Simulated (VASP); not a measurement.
Runs of VASP 6.6.1 on Ti. The structure is that of space group Im-3m (No. 229), or close to it. The cells are those of the table. 

```csv
task,level,potentials or basis,cell,k mesh,cutoff (eV),smearing,grid for exact exchange (PRECFOCK),screening parameter,gap on the mesh (eV),pressure (GPa),relaxed volume (Å³/atom)
single point,LDA,"VASP PAW LDA potentials, release 64 (Ti_sv)","a = 2.784 Å, angles 109.5°, 1 atom",11 × 11 × 11,520,fermi-dirac 0.05 eV,-,-,none,-5.4,-
single point,HSE06,"VASP PAW PBE potentials, release 64 (Ti_sv)","a = 2.842 Å, angles 109.5°, 1 atom",6 × 6 × 6,520,fermi-dirac 0.01 eV,Normal,0.2079 1/Å,none,-2.7,-
relaxation of cell and atoms,RPBE+D3(BJ),"VASP PAW PBE potentials, release 64 (Ti_sv)","relaxed from a = 2.842 Å, angles 109.5°, 1 atom",11 × 11 × 11,600,fermi-dirac 0.05 eV,-,-,none,-0.1,12.36
relaxation of cell and atoms,revPBE,"VASP PAW PBE potentials, release 64 (Ti_sv)","relaxed from a = 2.842 Å, angles 109.5°, 1 atom",11 × 11 × 11,600,fermi-dirac 0.05 eV,-,-,none,0.0,(b)
single point,revPBE,"VASP PAW PBE potentials, release 64 (Ti_sv)","a = 2.842 Å, angles 109.5°, 1 atom",11 × 11 × 11,520,fermi-dirac 0.05 eV,-,-,none,(a),-
```

Alike in all rows: no spin polarisation.

Fill in the values left out.

(a) -0.4; (b) 17.60.

Caveats: some runs use coarse meshes; the PAW data sets were made with another functional, which shifts forces and pressure a little (some runs); the volume moved by over 15 % at a fixed basis, so the end points are rough (some runs); the volume moved by -30 % from the deposited cell, more than functionals usually miss (some runs); pairwise dispersion overbinds metals, which lowers pressure and volume (some runs).

A gap of «none» marks levels without a gap at the run's occupations.
